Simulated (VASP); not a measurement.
# ZnS (F-43m) in VASP: further runs, part 2 of 2

VASP 6.6.1. The steps go on from the part before.

### Step 3. Single point, PBEsol

This run uses another cell than the first one, of 19.13 Å³/atom, 1.032 times its volume.

The input, INCAR:

```
ALGO     = Normal         # electronic algorithm
EDIFF    = 1E-6           # SCF threshold, eV
ENCUT    = 500            # plane-wave cutoff, eV
GGA      = PS             # functional
GGA_COMPAT= False        
ISIF     = 2              # what is computed and relaxed
ISMEAR   = 0              # smearing method
LASPH    = True           # aspherical terms in the spheres
LCHARG   = False          # write CHGCAR
LREAL    = False          # projectors in reciprocal space
LWAVE    = False          # write WAVECAR
NBANDS   = 16             # bands
NELM     = 120            # most SCF steps
PREC     = Accurate       # precision mode
SIGMA    = 0.01           # smearing width, eV
```

The input, KPOINTS:

```
k-points
0
Gamma
  6 6 6
```

The input, POSCAR:

```
ZnS
1.0
    0.0000000000      2.6747052046      2.6747052046
    2.6747052046      0.0000000000      2.6747052046
    2.6747052046      2.6747052046      0.0000000000
Zn S
1 1
Direct
    0.2500000000      0.2500000000      0.2500000000
    0.0000000000      0.0000000000      0.0000000000
```

Potentials or basis: VASP PAW PBE potentials, release 64 (Zn, S).

Started as:

```console
$ cat potpaw_PBE.64/Zn/POTCAR potpaw_PBE.64/S/POTCAR > POTCAR
$ mpirun -np 1 vasp_std > vasp.out
```

Wall time 16 s (1 thread of Intel Xeon 8259CL, shared host); peak memory 0.15 GiB.

It converged, with:

```yaml
Free_energy: -7.5847 eV
Pressure: 0.5 GPa
Band_gap_on_the_k_mesh: 2.11 eV, direct
```

Levels at points of the mesh, in eV from the valence-band top:
| k point | band 6 | band 7 | band 8 | band 9 | band 10 | band 11 | band 12 | band 13 |
| --- | --- | --- | --- | --- | --- | --- | --- | --- |
| (0.00, 0.00, 0.00) | -5.97 | 0.00 | 0.00 | 0.00 | 2.11 | 6.28 | 6.28 | 6.28 |
| (0.50, 0.00, 0.00) | -5.76 | -5.56 | -0.92 | -0.92 | 3.25 | 6.81 | 6.81 | 8.81 |
| (0.50, 0.50, 0.00) | -5.74 | -4.73 | -2.36 | -2.36 | 3.17 | 3.96 | 11.05 | 12.09 |

Caveat: the PAW data sets were made with another functional, which shifts forces and pressure a little.

### Step 4. Single point, PBEsol

This run uses another cell than the first one, of 20.32 Å³/atom, 1.096 times its volume.

The input, INCAR:

```
  PREC = Accurate
  ENCUT = 500
  EDIFF = 1E-6
  ISMEAR = 0
  SIGMA = 0.01
  LREAL = F
  LASPH = T
  NELM = 120
  ALGO = Normal
  ISIF = 2
  LWAVE = F
  LCHARG = T
  GGA = PS
  LELF = T
  LVHAR = T
  NBANDS = 16
  GGA_COMPAT = F
```

The input, KPOINTS:

```
regular mesh
0
Gamma
  6 6 6
```

The input, POSCAR:

```
ZnS
1.0
    0.0000000000      2.7287542152      2.7287542152
    2.7287542152      0.0000000000      2.7287542152
    2.7287542152      2.7287542152      0.0000000000
Zn S
1 1
Direct
    0.2500000000      0.2500000000      0.2500000000
    0.0000000000      0.0000000000      0.0000000000
```

Started as:

```console
$ cat potpaw_PBE.64/Zn/POTCAR potpaw_PBE.64/S/POTCAR > POTCAR
$ mpirun -np 1 vasp_std > vasp.out
```

Wall time 17 s (1 thread of Intel Xeon 8259CL, shared host); peak memory 0.15 GiB.

Results (log left out):

| Item | Value |
| --- | --- |
| Free energy | -7.5599 eV |
| Pressure | -3.7 GPa |
| Band gap on the k mesh | 1.85 eV, direct |

Levels at points of the mesh, in eV from the valence-band top:
```csv
k point,band 5,band 6,band 7,band 8,band 9,band 10,band 11,band 12,band 13,band 14
"(0.00, 0.00, 0.00)",-5.79,-5.79,0.00,0.00,0.00,1.85,6.32,6.32,6.32,11.47
"(0.50, 0.00, 0.00)",-5.77,-5.60,-5.17,-0.83,-0.83,3.13,6.84,6.84,8.59,11.82
"(0.50, 0.50, 0.00)",-5.72,-5.59,-4.49,-2.14,-2.14,3.30,3.97,10.62,11.67,11.67
```

Caveat: the PAW data sets were made with another functional, which shifts forces and pressure a little. Expect the measured gap to be larger: semilocal functionals such as PBEsol lack the derivative discontinuity.

### Step 5. Single point, PBEsol

This run uses another cell than the first one, of 20.91 Å³/atom, 1.128 times its volume.

The input, INCAR:

```
SYSTEM = ZnS
  PREC = Accurate
  ENCUT = 500
  EDIFF = 1E-6
  ISMEAR = 0
  SIGMA = 0.01
  LREAL = .False.
  LASPH = .True.
  NELM = 120
  ALGO = Normal
  ISIF = 2
  LWAVE = .False.
  LCHARG = .False.
  GGA = PS
  NBANDS = 16
  GGA_COMPAT = .False.
```

The input, KPOINTS:

```
Automatic mesh
0
Gamma
  6 6 6
  0 0 0
```

The input, POSCAR:

```
ZnS
1.0
    0.0000000000      2.7549938462      2.7549938462
    2.7549938462      0.0000000000      2.7549938462
    2.7549938462      2.7549938462      0.0000000000
Zn S
1 1
Direct
    0.2500000000      0.2500000000      0.2500000000
    0.0000000000      0.0000000000      0.0000000000
```

Potentials or basis: VASP PAW PBE potentials, release 64 (Zn, S).

Started as:

```console
$ cat potpaw_PBE.64/Zn/POTCAR potpaw_PBE.64/S/POTCAR > POTCAR
$ mpirun -np 1 vasp_std > vasp.out
```

OUTCAR:

```text
SYSTEM = ZnS
   PREC = Accurate
   ENCUT = 500
   EDIFF = 1E-6
   ISMEAR = 0
   LREAL = .False.
   LASPH = .True.
   NELM = 120
   ISIF = 2
   GGA = PS

 ion  position               nearest neighbor table
   1  0.250  0.250  0.250-   2 2.39   2 2.39   2 2.39   2 2.39
   2  0.000  0.000  0.000-   1 2.39   1 2.39   1 2.39   1 2.39

  LATTYP: Found a face centered cubic cell.
 ALAT       =     5.5099876924

  Lattice vectors:

 A1 = (   0.0000000000,   2.7549938462,   2.7549938462)
[... 478 lines left out ...]

------------------------ aborting loop because EDIFF is reached ----------------------------------------

  FORCE on cell =-STRESS in cart. coord.  units (eV):
  Direction    XX          YY          ZZ          XY          YZ          ZX
  --------------------------------------------------------------------------------------
  -------------------------------------------------------------------------------------
  Total       -1.4054537     -1.4054537     -1.4054537      0.0000000      0.0000000     -0.0000000
  in kB      -53.8437412    -53.8437412    -53.8437412      0.0000000      0.0000000     -0.0000000
  external PRESSURE =     -53.8437412 kB  Pullay stress =       0.0000000 kB

 VOLUME and BASIS-vectors are now :
 -----------------------------------------------------------------------------
  energy-cutoff  :      500.00
  volume of cell :       41.82
      direct lattice vectors                 reciprocal lattice vectors
     0.000000000  2.754993846  2.754993846    -0.181488609  0.181488609  0.181488609
     2.754993846  0.000000000  2.754993846     0.181488609 -0.181488609  0.181488609
     2.754993846  2.754993846  0.000000000     0.181488609  0.181488609 -0.181488609

 POSITION                                       TOTAL-FORCE (eV/Angst)
 -----------------------------------------------------------------------------------
      1.37750      1.37750      1.37750         0.000000      0.000000      0.000000
      0.00000      0.00000      0.00000        -0.000000     -0.000000     -0.000000
 -----------------------------------------------------------------------------------
    total drift:                               -0.000000     -0.000000     -0.000001

  FREE ENERGIE OF THE ION-ELECTRON SYSTEM (eV)
  ---------------------------------------------------
  free  energy   TOTEN  =        -7.5263136372 eV

  energy  without entropy=       -7.5263136372  energy(sigma->0) =       -7.52631364
```

Run time: 20 s. Hardware: 1 thread of Intel Xeon 8259CL, shared host; peak memory 0.15 GiB.

What came out:

```yaml
Free_energy: -7.5263 eV
Pressure: -5.4 GPa
Band_gap_on_the_k_mesh: 1.73 eV, direct
```

Caveat: the PAW data sets were made with another functional, which shifts forces and pressure a little.

### Step 6. Summary

```csv
cell,gap on the mesh (eV),pressure (GPa)
"a = 3.743 Å, angles 60.0°, 2 atoms",2.25,3.2
"a = 3.783 Å, angles 60.0°, 2 atoms",2.11,0.5
"a = 3.859 Å, angles 60.0°, 2 atoms",1.85,-3.7
"a = 3.896 Å, angles 60.0°, 2 atoms",1.73,-5.4
```

Alike in all rows: task single point; level PBEsol; potentials or basis VASP PAW PBE potentials, release 64 (Zn, S); no spin polarisation; k mesh 6 × 6 × 6; cutoff (eV) 500; smearing gaussian 0.01 eV.

Caveats: the PAW data sets were made with another functional, which shifts forces and pressure a little.

Absolute energies hang on the potentials; compare differences alone.

### Step 7. Comparison with measurements

Step 3. Measured gap of ZnS: 3.85 eV (direct; 19 K; quoted in “Electronic, vibrational, and thermodynamic properties of ZnS (zincblende and rocksalt structure)”, 2009, arxiv:0911.5022). This calculation gives 2.11 eV (-1.74 eV). The value is that of PBEsol, without temperature or zero-point motion. Semilocal functionals fall short of measured gaps as a rule.
